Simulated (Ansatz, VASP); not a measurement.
**Two plane-wave programs on InSe**

Contents of INCAR:

```
  PREC = Accurate
  ENCUT = 520
  EDIFF = 1E-7
  ISMEAR = 0
  SIGMA = 0.01
  LREAL = False
  LASPH = True
  NELM = 80
  ALGO = Normal
  ISIF = 2
  LWAVE = False
  LCHARG = False
  GGA = CA
  NBANDS = 27
```

The input KPOINTS:

```
Automatic mesh
0
Gamma
  6 6 6
```

POSCAR

```
InSe
1.0
    5.8791337507     -2.0549058466      0.0681432510
    5.8791337507      2.0549058466      0.0681432510
   -1.6833202670      0.0000000000      4.3858737115
In Se
2 2
Direct
    0.1131988104      0.1131988104      0.9651314868
    0.8868011896      0.8868011896      0.0348685132
    0.3425801077      0.3425801077      0.3509444884
    0.6574198923      0.6574198923      0.6490555116
```

Input for Ansatz:

```yaml
crystal:
  lattice:
    - [5.8791337507, -2.0549058466, 0.068143251]
    - [5.8791337507, 2.0549058466, 0.068143251]
    - [-1.683320267, 0.0, 4.3858737115]
  atoms:
    - { symbol: In, position: [0.1131988104, 0.1131988104, 0.9651314868] }
    - { symbol: In, position: [0.8868011896, 0.8868011896, 0.0348685132] }
    - { symbol: Se, position: [0.3425801077, 0.3425801077, 0.3509444884] }
    - { symbol: Se, position: [0.6574198923, 0.6574198923, 0.6490555116] }
kpoints:
  mp_grid: { grid: [6, 6, 6] }
  band_path:
    path:
      - [0.0, 0.0, 0.0]
      - [-0.2847313086, 0.2847313086, 0.0]
      - [-0.7152686914, -0.2847313086, 0.0]
      - [-0.5, -0.5, 0.0]
      - [-0.5, -0.5, 0.5]
      - [-0.7454766969, -0.2545233031, 0.5]
      - [-0.2545233031, 0.2545233031, 0.5]
      - [0.0, 0.0, 0.5]
      - [-0.5, 0.0, 0.5]
      - [0.286458, 0.286458, -0.333333]
      - [0.403646, 0.403646, -0.052083]
    npoints: 1
hamiltonian:
  xc: lda
scf:
  occupations: { method: fixed }
  n_extra_bands: 5
output:
  forces: true
  stress: true
  eigenvalues: true
```

Alike in both runs: task single point; functional LDA; k mesh 6 × 6 × 6; no spin polarisation.

```csv
,VASP,Ansatz
version,VASP 6.6.1,Ansatz 0.2.0
potentials or method,"VASP PAW LDA potentials, release 64 (In_d, Se)","plane waves, PAW"
plane-wave cutoff (eV),520,420
occupations,"gaussian, width 0.01 eV",fixed
valence electrons in the cell,38,58
```

Ansatz gave:

```
gap on the k mesh at the Fermi level (eV)                     : 0.85
pressure (GPa)                                                : -2.2
traceless stress, the component that is largest in VASP (GPa) : -0.62
rms of the force components (eV/Å)                            : 0.036
```

Question: Which values does VASP return?

Answer: gap on the k mesh at the Fermi level (eV): 0.86; pressure (GPa): -2.1; traceless stress, the component that is largest in VASP (GPa): -0.58; rms of the force components (eV/Å): 0.026.

LDA's correlation is that of Perdew and Zunger in VASP and of Perdew and Wang (1992) in Ansatz. Atom by atom the forces differ by 0.011 eV/Å (rms over components). VASP's potentials hold 38 valence electrons a cell and Ansatz's 58, so a difference there can come from the potentials and not from the codes.
